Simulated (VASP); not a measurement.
## CaO (rock salt type): single point with PBE

Crystal: CaO (rock salt type).

```xyz
2
Lattice="0.0000 2.4150 2.4150 2.4150 0.0000 2.4150 2.4150 2.4150 0.0000" Properties=species:S:1:pos:R:3 pbc="T T T"
Ca    0.0000    0.0000    0.0000
O     2.4150    2.4150    2.4150
```

```yaml
Program: VASP 6.6.1
Task: single point
Functional: PBE
Potentials_or_basis: VASP PAW PBE potentials, release 64 (Ca_sv, O)
Cutoff: 520 eV
k_mesh: 6 × 6 × 6
Occupations: fermi-dirac, width 0.02 eV
Spin: no spin polarisation
```

```
Pressure               : 0.6 GPa
Band gap on the k mesh : 3.64 eV (least direct gap 4.02 eV)
```

Levels at points of the mesh, in eV from the valence-band top:
```tsv
k point	band 5	band 6	band 7	band 8	band 9	band 10	band 11	band 12
(0.00, 0.00, 0.00)	-15.50	0.00	0.00	0.00	4.59	6.19	6.19	6.19
(0.50, 0.00, 0.00)	-14.37	-2.60	-1.17	-1.17	6.98	8.27	8.27	8.39
(0.50, 0.50, 0.00)	-15.26	-1.31	-0.38	-0.38	3.64	7.94	8.81	9.43
```

Wall time 4.5 s on 1 thread of Intel(R) Xeon(R) 6975P-C (Granite Rapids) (shared host), peak memory 0.15 GiB.

A k mesh can miss the band edges.
